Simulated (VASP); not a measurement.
# MgZr2O2: single point with PBE

Crystal: MgZr2O2.

```
CELL_PARAMETERS angstrom
3.54699 0.00000 0.00000
-1.77350 3.07178 0.00000
0.00000 0.00000 9.02563
ATOMIC_POSITIONS crystal
Mg 0.00000 0.00000 0.00000
Zr 0.00000 0.00000 0.34527
Zr 0.00000 0.00000 0.65473
O 0.33333 0.66667 0.00000
O 0.66667 0.33333 0.00000
```

The cell was built from a structure type or drawn by symmetry, and may not be a known phase.

| Property | Result |
| --- | --- |
| Program | VASP 6.6.1 |
| Task | single point |
| Functional | PBE |
| Potentials or basis | VASP PAW PBE potentials, release 64 (Mg, Zr_sv, O) |
| Cutoff | 520 eV |
| k mesh | 12 × 12 × 4 |
| Occupations | gaussian, width 0.1 eV |
| Spin | no spin polarisation |

```
Pressure               : -0.2 GPa
Largest force          : 0.009 eV/Å
Band gap on the k mesh : zero (bands 19 and 20 overlap by 0.52 eV)
```

Forces on the atoms (eV/Å):
```
Mg   0.000  0.000  0.000
Zr   0.000  0.000 -0.009
Zr   0.000  0.000  0.009
O    0.000  0.000  0.000
O    0.000  0.000  0.000
```

Stress tensor (GPa, compression positive):
```
-0.19  0.00  0.00
 0.00 -0.19  0.00
 0.00  0.00 -0.11
```

Levels at points of the mesh, in eV from the Fermi level:
```
           k point  band 17  band 18  band 19  band 20  band 21  band 22
(0.00, 0.00, 0.00)    -0.82    -0.76    -0.37     0.77     0.77     1.10
(0.50, 0.00, 0.00)    -0.61    -0.40    -0.20     0.71     1.05     1.10
(0.00, 0.00, 0.50)    -0.81    -0.45    -0.37     0.65     0.76     0.76
(0.50, 0.00, 0.50)    -0.82    -0.45    -0.20     0.68     0.71     1.06
```

Wall time 2 min on 1 thread of AMD EPYC 9R45 96-Core Processor (Zen 5), with other jobs on the host, peak memory 0.28 GiB.
